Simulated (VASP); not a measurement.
A run of VASP 6.6.1:

The input INCAR:

```
SYSTEM = TiO2
PREC = Accurate
ENCUT = 520
EDIFF = 1E-6
ISMEAR = -1
SIGMA = 0.08
LREAL = .FALSE.
LASPH = .TRUE.
NELM = 100
ALGO = Normal
ISIF = 2
LWAVE = .FALSE.
LCHARG = .TRUE.
GGA = PE
LELF = .TRUE.
LVHAR = .TRUE.
NBANDS = 19
```

KPOINTS

```
Automatic mesh
0
G
  11 11 11
  0 0 0
```

The input POSCAR:

```
TiO2
1.0
    0.0000000000      2.3374308454      2.3374308454
    2.3374308454      0.0000000000      2.3374308454
    2.3374308454      2.3374308454      0.0000000000
Ti O
1 2
Direct
    0.0000000000      0.0000000000      0.0000000000
    0.2500000000      0.2500000000      0.2500000000
    0.7500000000      0.7500000000      0.7500000000
```

Potentials or basis: VASP PAW PBE potentials, release 64 (Ti_sv, O).

Run with:

```console
$ cat potpaw_PBE.64/Ti_sv/POTCAR potpaw_PBE.64/O/POTCAR > POTCAR
$ mpirun -np 1 vasp_std > vasp.out
```

Hardware: 1 thread of AMD EPYC 7R43 64-Core Processor (Zen 3) (shared host).

Task: Estimate the wall time of this run.

Result: It took 43 s on 1 thread of AMD EPYC 7R43 64-Core Processor (Zen 3), with other jobs on the host, peak memory 0.13 GiB. Counts: scf iterations 15, k points 56.
